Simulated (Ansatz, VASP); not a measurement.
## Two plane-wave programs on AlN

```
Al N
1.0
    -1.63784    2.83682    0.00000
     0.00000    0.00000    4.10063
     4.91352    2.83682    0.00000
Al N
4 4
Direct
  0.42429 0.75000 0.24238
  0.00000 0.75000 0.66667
  0.00000 0.25000 0.33333
  0.50000 0.25000 0.83333
  0.50000 0.25000 0.16667
  0.00000 0.25000 0.66667
  0.00000 0.75000 0.33333
  0.50000 0.75000 0.83333
```

Alike in both runs: task single point; functional LDA; k mesh 8 × 6 × 4; occupations gaussian, width 0.05 eV; no spin polarisation.

```csv
,VASP,Ansatz
version,VASP 6.6.1,Ansatz 0.2.0
potentials or method,"VASP PAW LDA potentials, release 64 (Al, N), cutoff 520 eV","scalar-relativistic, plane waves, PAW"
valence electrons in the cell,32,32
```

Ansatz gave:

```
gap on the k mesh at the Fermi level (eV)                     : 2.81
least direct gap on the mesh (eV)                             : 2.81
pressure (GPa)                                                : 12.7
traceless stress, the component that is largest in VASP (GPa) : -22.80
rms of the force components (eV/Å)                            : 4.563
```

Problem. What did VASP give for the same quantities?

Solution. gap on the k mesh at the Fermi level (eV): 2.81; least direct gap on the mesh (eV): 2.81; pressure (GPa): 13.6; traceless stress, the component that is largest in VASP (GPa): -23.32; rms of the force components (eV/Å): 4.637.

Ansatz warns that its potentials were made for another functional, while VASP's fit it. LDA's correlation is that of Perdew and Zunger in VASP and of Perdew and Wang (1992) in Ansatz. Atom by atom the forces differ by 0.076 eV/Å (rms over components).
